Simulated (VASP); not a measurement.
A run of VASP 6.6.1 is set up as follows.

File INCAR:

```
ALGO = Normal
EDIFF = 1E-7
ENCUT = 520
GGA = PE
ISIF = 2
ISMEAR = 0
IVDW = 13
LASPH = T
LCHARG = F
LREAL = F
LWAVE = F
NBANDS = 11
NELM = 100
PREC = Accurate
SIGMA = 0.01
```

Contents of KPOINTS:

```
k-points
0
Gamma
  13 13 13
```

The input POSCAR:

```
C
1.0
    0.0000000000      1.7833700000      1.7833700000
    1.7833700000      0.0000000000      1.7833700000
    1.7833700000      1.7833700000      0.0000000000
C
2
Direct
    0.7500000000      0.7500000000      0.7500000000
    0.5000000000      0.5000000000      0.5000000000
```

Potentials or basis: VASP PAW PBE potentials, release 64 (C).

Command:

```bash
$ cat potpaw_PBE.64/C/POTCAR > POTCAR
$ mpirun -np 1 vasp_std > vasp.out
```

Predict the dispersion energy per atom.

-0.213 eV.

Estimate the pressure.

-2.8 GPa.
